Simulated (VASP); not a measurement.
# Sb (R-3m) in VASP: a series of runs

Runs on Sb. Level: LDA. Tasks: single point.

All numbers are computed with VASP 6.6.1; they aren't measurements. Logs are shortened: lines on timing, memory, paths and dates and some standing lists are left out, and cuts for length are marked.

### 1 The cell of the first run

The structure is trigonal, space group R-3m (No. 166). Conventional cell: a = 4.289 Å, b = 4.289 Å, c = 11.104 Å, α = 90.00°, β = 90.00°, γ = 120.00°. Within 3.8 Å of Sb (site symmetry 3m) lie 6 Sb at 2.89 to 3.31 Å.

### 2 Single point, LDA

Input file INCAR:

```
PREC = Accurate
ENCUT = 500
EDIFF = 1E-6
ISMEAR = -1
SIGMA = 0.1
LREAL = F
LASPH = T
NELM = 120
ALGO = Normal
ISIF = 2
LWAVE = F
LCHARG = F
GGA = CA
NBANDS = 22
GGA_COMPAT = F
```

Input file KPOINTS:

```
regular mesh
0
Gamma
  6 6 6
```

Input file POSCAR:

```
Sb
1.0
    2.1443601383      1.2380469031      3.7013364851
   -2.1443601383      1.2380469031      3.7013364851
    0.0000000000     -2.4760938061      3.7013364851
Sb
2
Direct
    0.2341311684      0.2341311684      0.2341311684
    0.7658688316      0.7658688316      0.7658688316
```

Potentials or basis: VASP PAW LDA potentials, release 64 (Sb_d_GW).

Launch:

```
> cat potpaw_LDA.64/Sb_d_GW/POTCAR > POTCAR
> mpirun -np 1 vasp_std > vasp.out
```

OUTCAR:

```text
PREC = Accurate
   ENCUT = 500
   EDIFF = 1E-6
   ISMEAR = -1
   LREAL = F
   LASPH = T
   NELM = 120
   ISIF = 2
   GGA = CA

 ion  position               nearest neighbor table
   1  0.234  0.234  0.234-   2 2.89   2 2.89   2 2.89   2 3.31   2 3.31   2 3.31
   2  0.766  0.766  0.766-   1 2.89   1 2.89   1 2.89   1 3.31   1 3.31   1 3.31

  LATTYP: Found a trigonal (rhomboedric) cell.
 ALAT       =     4.4531934960
 COS(alpha) =     0.5362517173

  Lattice vectors:

 A1 = (   2.1443601383,   1.2380469031,   3.7013364851)
 A2 = (  -2.1443601383,   1.2380469031,   3.7013364851)
 A3 = (   0.0000000000,  -2.4760938061,   3.7013364851)

Analysis of symmetry for initial positions (statically):
=====================================================================
 Subroutine PRICEL returns:
 Original cell was already a primitive cell.

 Routine SETGRP: Setting up the symmetry group for a
 trigonal (rhombohedral) supercell.

 Subroutine GETGRP returns: Found 12 space group operations
 (whereof 12 operations were pure point group operations)
 out of a pool of 12 trial point group operations.

The static configuration has the point symmetry D_3d.

Analysis of symmetry for dynamics (positions and initial velocities):
=====================================================================
 Subroutine PRICEL returns:
 Original cell was already a primitive cell.

 Routine SETGRP: Setting up the symmetry group for a
 trigonal (rhombohedral) supercell.

 Subroutine GETGRP returns: Found 12 space group operations
 (whereof 12 operations were pure point group operations)
 out of a pool of 12 trial point group operations.

The dynamic configuration has the point symmetry D_3d.

 Subroutine INISYM returns: Found 12 space group operations
 (whereof 12 operations are pure point group operations),
 and found     1 'primitive' translations

----------------------------------------------------------------------------------------

                                     Primitive cell

  volume of cell :      58.9583

  direct lattice vectors                    reciprocal lattice vectors
     2.144360138  1.238046903  3.701336485     0.233169789  0.134620640  0.090057560
    -2.144360138  1.238046903  3.701336485    -0.233169789  0.134620640  0.090057560
     0.000000000 -2.476093806  3.701336485     0.000000000 -0.269241280  0.090057560

  length of vectors
     4.453193496  4.453193496  4.453193496     0.283903560  0.283903560  0.283903560

  position of ions in fractional coordinates (direct lattice)
     0.234131168  0.234131168  0.234131168
     0.765868832  0.765868832  0.765868832

  ion indices of the primitive-cell ions
   primitive index   ion index
                 1           1
                 2           2

----------------------------------------------------------------------------------------

 KPOINTS: regular mesh

Automatic generation of k-mesh.
 Grid dimensions read from file:
 generate k-points for:    6    6    6

 Generating k-lattice:

  Cartesian coordinates                     Fractional coordinates (reciprocal lattice)
     0.038861631  0.022436773  0.015009593     0.166666667 -0.000000000  0.000000000
    -0.038861631  0.022436773  0.015009593    -0.000000000  0.166666667  0.000000000
     0.000000000 -0.044873547  0.015009593     0.000000000  0.000000000  0.166666667

  Length of vectors
     0.047317260  0.047317260  0.047317260

  Shift w.r.t. Gamma in fractional coordinates (k-lattice)
     0.000000000  0.000000000  0.000000000

 Subroutine IBZKPT returns following result:
 ===========================================

 Found     32 irreducible k-points:

 Following reciprocal coordinates:
            Coordinates               Weight
  0.000000  0.000000  0.000000      1.000000
  0.166667  0.000000  0.000000      6.000000
  0.333333  0.000000 -0.000000      6.000000
  0.500000  0.000000  0.000000      3.000000
  0.166667  0.166667  0.000000      6.000000
  0.333333  0.166667  0.000000     12.000000
[... 16 lines left out ...]
  0.500000  0.500000  0.166667      6.000000
 -0.333333  0.500000  0.166667     12.000000
 [... further k-points ...]
   k-points           NKPTS =     32   k-points in BZ     NKDIM =     32   number of bands    NBANDS=     22
   number of dos      NEDOS =    301   number of ions     NIONS =      2
   total plane-waves  NPLWV =  32768
   dimension x,y,z NGX =    32 NGY =   32 NGZ =   32
   dimension x,y,z NGXF=    64 NGYF=   64 NGZF=   64
   ions per type =               2
   NGX,Y,Z   is equivalent  to a cutoff of  11.95, 11.95, 11.95 a.u.
   NGXF,Y,Z  is equivalent  to a cutoff of  23.89, 23.89, 23.89 a.u.
 SYSTEM =  unknown system
   PREC   = accura    normal or accurate (medium, high low for compatibility)
   ISTART =      0    job   : 0-new  1-cont  2-samecut
   ICHARG =      2    charge: 1-file 2-atom 10-const
   ISPIN  =      1    spin polarized calculation?
   LNONCOLLINEAR =      F non collinear calculations
   LSORBIT =      F    spin-orbit coupling
   LASPH  =      T    aspherical Exc in radial PAW
   ENCUT  =  500.0 eV  36.75 Ry    6.06 a.u.   8.12  8.12  8.12*2*pi/ulx,y,z
   NELM   =    120;   NELMIN=  2; NELMDL= -5     # of ELM steps
   EDIFF  = 0.1E-05   stopping-criterion for ELM
   LREAL  =      F    real-space projection
   EDIFFG = 0.1E-04   stopping-criterion for IOM
   NSW    =      0    number of steps for IOM
   IBRION =     -1    ionic relax: 0-MD 1-quasi-New 2-CG
   NFREE  =      0    steps in history (QN), initial steepest desc. (CG)
   ISIF   =      2    stress and relaxation
   ISYM   =      2    0-nonsym 1-usesym 2-fastsym
   POTIM  = 0.5000    time-step for ionic-motion
   TEBEG  =    0.0;   TEEND  =   0.0 temperature during run
   PSTRESS=    0.0 pullay stress
   NELECT =      30.0000    total number of electrons
   NUPDOWN=      -1.0000    fix difference up-down
   EMIN   =  10.00;   EMAX   =-10.00  energy-range for DOS
   EFERMI =   0.00;   METHOD = LEGACY
   ISMEAR =    -1;   SIGMA  =   0.10  broadening in eV -4-tet -1-fermi 0-gaus
   EFERMI_NEDOS =   21; number of points for ismear=-14 and -15
   IALGO  =     38    algorithm
   IMIX   =      4    mixing-type and parameters
     AMIX     =   0.40;   BMIX     =  1.00
     AMIX_MAG =   1.60;   BMIX_MAG =  1.00
  volume/ion in A,a.u.               =      29.48       198.93
  Fermi-wavevector in a.u.,A,eV,Ry     =   1.306974  2.469823 23.241223  1.708182
  Thomas-Fermi vector in A             =   2.437740
   LORBIT       =      0    0 simple, 1 ext, 2 COOP (PROOUT), +10 PAW based schemes
   GGA     = CA    functional components
   LHFCALC =     F    Hartree Fock is set to
   AEXX    =    0.0000 exact exchange contribution
   IVDW    =     0    specifies the selected vdW correction
   LEPSILON=     F    determine dielectric tensor
   LRPA    =     F    only Hartree local field effects (RPA)
 non-spin polarized calculation
  energy-cutoff  :      500.00
  volume of cell :       58.96
 maximum number of plane-waves:      1514
   NGX = 17   NGY = 17   NGZ = 17

 number of electron      29.9999982 magnetization

 Free energy of the ion-electron system (eV)
  ---------------------------------------------------
  ext. energy  EPLUGINS =         0.00000000
  ---------------------------------------------------
  free energy    TOTEN  =        -9.66218972 eV

  energy without entropy =       -9.65136631  energy(sigma->0) =       -9.65677802

 E-fermi :   5.3947     XC(G=0): -10.2676

 val. band max:        5.1850664847   @ k =   0.5000   0.0000   0.0000
 cond. band min:       5.4364564977   @ k =   0.5000   0.5000   0.5000
 fundamental gap:      0.2513900130
 Fermi energy:         5.3946970963

 k-point     1 :       0.0000    0.0000    0.0000
  band No.  band energies     occupation
      1     -23.9838      2.00000
      2     -23.9838      2.00000
      3     -23.8859      2.00000
      4     -23.8859      2.00000
      5     -23.8614      2.00000
      6     -23.7632      2.00000
[... 14 lines left out ...]
     21      10.6647      0.00000
     22      11.9217      0.00000

 k-point     2 :       0.1667    0.0000    0.0000
  band No.  band energies     occupation
      1     -23.9715      2.00000
      2     -23.9667      2.00000
      3     -23.8801      2.00000
      4     -23.8762      2.00000
      5     -23.8538      2.00000
      6     -23.7711      2.00000
[... 14 lines left out ...]
     21      10.8559      0.00000
     22      13.8502      0.00000

 k-point     3 :       0.3333    0.0000   -0.0000
  band No.  band energies     occupation
      1     -23.9424      2.00000
      2     -23.9211      2.00000
      3     -23.8677      2.00000
      4     -23.8510      2.00000
      5     -23.8329      2.00000
      6     -23.7971      2.00000
[... 14 lines left out ...]
     21      12.4985      0.00000
     22      16.2239      0.00000

 k-point     4 :       0.5000    0.0000    0.0000
  band No.  band energies     occupation
      1     -23.9240      2.00000
      2     -23.8760      2.00000
      3     -23.8600      2.00000
      4     -23.8392      2.00000
      5     -23.8250      2.00000
      6     -23.8155      2.00000
[... 14 lines left out ...]
     21      14.6587      0.00000
     22      14.7384      0.00000

 k-point     5 :       0.1667    0.1667    0.0000
  band No.  band energies     occupation
      1     -23.9820      2.00000
      2     -23.9507      2.00000
      3     -23.8838      2.00000
      4     -23.8719      2.00000
      5     -23.8511      2.00000
      6     -23.7747      2.00000
[... 14 lines left out ...]
     21      11.6728      0.00000
     22      13.0268      0.00000

 k-point     6 :       0.3333    0.1667    0.0000
  band No.  band energies     occupation
      1     -23.9668      2.00000
      2     -23.9153      2.00000
      3     -23.8743      2.00000
      4     -23.8582      2.00000
      5     -23.8343      2.00000
      6     -23.7966      2.00000
[... 14 lines left out ...]
     21      13.1606      0.00000
     22      14.7416      0.00000

 k-point     7 :       0.5000    0.1667    0.0000
  band No.  band energies     occupation
      1     -23.9411      2.00000
      2     -23.8793      2.00000
      3     -23.8549      2.00000
      4     -23.8479      2.00000
      5     -23.8250      2.00000
      6     -23.8116      2.00000
[... 324 lines left out ...]
      6     -23.7960      2.00000
[... 14 lines left out ...]
     21      13.7301      0.00000
     22      14.7871      0.00000

 k-point    21 :      -0.3333    0.3333    0.1667
  band No.  band energies     occupation
      1     -23.9459      2.00000
      2     -23.8927      2.00000
      3     -23.8609      2.00000
      4     -23.8470      2.00000
      5     -23.8178      2.00000
      6     -23.8114      2.00000
[... 14 lines left out ...]
     21      15.4322      0.00000
     22      15.6797      0.00000

 k-point    22 :      -0.1667    0.3333    0.1667
  band No.  band energies     occupation
      1     -23.9601      2.00000
      2     -23.8736      2.00000
      3     -23.8704      2.00000
      4     -23.8398      2.00000
      5     -23.8295      2.00000
      6     -23.8135      2.00000
[... 14 lines left out ...]
     21      13.8616      0.00000
     22      14.9398      0.00000

 k-point    23 :       0.5000    0.5000    0.1667
  band No.  band energies     occupation
      1     -23.9659      2.00000
      2     -23.9005      2.00000
      3     -23.8785      2.00000
      4     -23.8411      2.00000
      5     -23.8258      2.00000
      6     -23.7991      2.00000
[... 14 lines left out ...]
     21      14.8780      0.00000
     22      15.7438      0.00000

 k-point    24 :      -0.3333    0.5000    0.1667
  band No.  band energies     occupation
      1     -23.9590      2.00000
      2     -23.8935      2.00000
      3     -23.8711      2.00000
      4     -23.8417      2.00000
      5     -23.8169      2.00000
      6     -23.8110      2.00000
[... 14 lines left out ...]
     21      15.7657      0.00000
     22      16.3571      0.00000

 [... further k-points ...]
[... 5 lines left out ...]
  --------------------------------------------------------------------------------------
  -------------------------------------------------------------------------------------
  Total       -0.0109672     -0.0109672     -0.0244399      0.0000000     -0.0000000      0.0000000
  in kB       -0.2980322     -0.2980322     -0.6641474      0.0000000     -0.0000000      0.0000000
  external PRESSURE =      -0.4200706 kB  Pullay stress =       0.0000000 kB

 VOLUME and BASIS-vectors are now :
 -----------------------------------------------------------------------------
  energy-cutoff  :      500.00
  volume of cell :       58.96
      direct lattice vectors                 reciprocal lattice vectors
     2.144360138  1.238046903  3.701336485     0.233169789  0.134620640  0.090057560
    -2.144360138  1.238046903  3.701336485    -0.233169789  0.134620640  0.090057560
     0.000000000 -2.476093806  3.701336485     0.000000000 -0.269241280  0.090057560

 POSITION                                       TOTAL-FORCE (eV/Angst)
 -----------------------------------------------------------------------------------
      0.00000      0.00000      2.59979         0.000000      0.000000      0.008512
      0.00000      0.00000      8.50421         0.000000     -0.000000     -0.008512
 -----------------------------------------------------------------------------------
    total drift:                               -0.000000     -0.000000      0.000000

  FREE ENERGIE OF THE ION-ELECTRON SYSTEM (eV)
  ---------------------------------------------------
  free  energy   TOTEN  =        -9.6621897244 eV

  energy  without entropy=       -9.6513663131  energy(sigma->0) =       -9.65677802
```

Run time: 25 s. Hardware: 1 thread of AMD EPYC 7R13 (Zen 3), shared host; peak memory 0.15 GiB.

Results:

* Free energy: -9.6622 eV
* Pressure: 0.0 GPa
* Largest force: 0.009 eV/Å
* Band gap on the k mesh: zero (bands 15 and 16 overlap by 0.28 eV)

Forces in eV/Å, atoms in the order of the input:
```
Sb   0.000  0.000  0.009
Sb   0.000  0.000 -0.009
```

Caveat: spin-orbit coupling is left out, which moves the levels of the heavy elements.

### 3 Single point, LDA

This run uses another cell than the first one, of 20.49 Å³/atom.

Input file INCAR:

```
PREC = Accurate
ENCUT = 500
EDIFF = 1E-6
ISMEAR = -1
SIGMA = 0.1
LREAL = False
LASPH = True
NELM = 120
ALGO = Normal
ISIF = 2
LWAVE = False
LCHARG = True
LELF = True
LVHAR = True
NBANDS = 22
GGA_COMPAT = False
```

KPOINTS is that of step 2.

Input file POSCAR:

```
Sb
1.0
    1.7993741696      1.0388691612      3.6535735132
   -1.7993741696      1.0388691612      3.6535735132
    0.0000000000     -2.0777383224      3.6535735132
Sb
2
Direct
    0.2500004905      0.2500004905      0.2500004905
    0.7499995095      0.7499995095      0.7499995095
```

Potentials or basis: VASP PAW LDA potentials, release 64 (Sb_d_GW).

Launch:

```
> cat potpaw_LDA.64/Sb_d_GW/POTCAR > POTCAR
> mpirun -np 1 vasp_std > vasp.out
```

Run time: 20 s. Hardware: 1 thread of Intel Xeon Platinum 8375C at 2.90GHz (Ice Lake), shared host; peak memory 0.17 GiB.

Results (log left out):

| Quantity | Value |
| --- | --- |
| Free energy | -8.0760 eV |
| Pressure | 40.1 GPa |
| Band gap on the k mesh | zero (bands 15 and 16 overlap by 3.01 eV) |

Stress tensor (GPa, compression positive):
```
40.10  0.00  0.00
 0.00 40.10  0.00
 0.00  0.00 40.22
```

Levels at points of the mesh, in eV from the Fermi level:
| k point | band 12 | band 13 | band 14 | band 15 | band 16 | band 17 | band 18 | band 19 |
| --- | --- | --- | --- | --- | --- | --- | --- | --- |
| (0.00, 0.00, 0.00) | -4.85 | -3.39 | -0.80 | -0.80 | 4.31 | 4.35 | 4.35 | 5.10 |
| (0.50, 0.00, 0.00) | -11.59 | -2.54 | -2.54 | -0.62 | -0.62 | 0.69 | 0.69 | 6.56 |
| (0.50, 0.50, 0.00) | -8.43 | -7.37 | -6.31 | -4.00 | 1.24 | 6.65 | 6.89 | 7.98 |
| (0.50, 0.50, 0.50) | -12.87 | 0.59 | 0.59 | 0.59 | 0.59 | 3.14 | 3.14 | 9.07 |

Caveat: the cell stands under pressure; spin-orbit coupling is left out, which moves the levels of the heavy elements.

The gap in the log of VASP goes by the Fermi energy; the results here count the filled bands.